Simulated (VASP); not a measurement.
Runs of VASP 6.6.1 on Pt. The structure is that of space group P6_3/mmc (No. 194), or close to it. The cells are those of the table. 

| task | cell | cutoff (eV) | gap on the mesh (eV) | pressure (GPa) | relaxed volume (Å³/atom) |
| --- | --- | --- | --- | --- | --- |
| relaxation of cell and atoms | relaxed from a = 2.770, b = 2.770, c = 4.523 Å, angles 90.0, 90.0, 120.0°, 2 atoms | 600 | none | 0.0 | 15.72 |
| relaxation of cell and atoms | relaxed from a = 2.758, b = 2.758, c = 4.780 Å, angles 90.0, 90.0, 120.0°, 2 atoms | 600 | none | 0.0 | 15.72 |
| single point | a = 2.772, b = 2.772, c = 4.803 Å, angles 90.0, 90.0, 120.0°, 2 atoms | 520 | none | -4.0 | - |
| single point | a = 2.758, b = 2.758, c = 4.780 Å, angles 90.0, 90.0, 120.0°, 2 atoms | 520 | none | (a) | - |
| single point | a = 2.744, b = 2.744, c = 4.756 Å, angles 90.0, 90.0, 120.0°, 2 atoms | 520 | none | 3.3 | - |

Alike in all rows: level PBE; potentials or basis VASP PAW PBE potentials, release 64 (Pt); no spin polarisation; k mesh 17 × 17 × 9; smearing methfessel-paxton 0.05 eV.

Question: Fill in the values left out.

Answer: (a) -0.5.

Caveats: spin-orbit coupling is left out, which moves the levels of the heavy elements.

A k mesh can miss the band edges, and the runs leave out spin-orbit coupling on Pt.

A gap of «none» marks levels without a gap at the run's occupations.
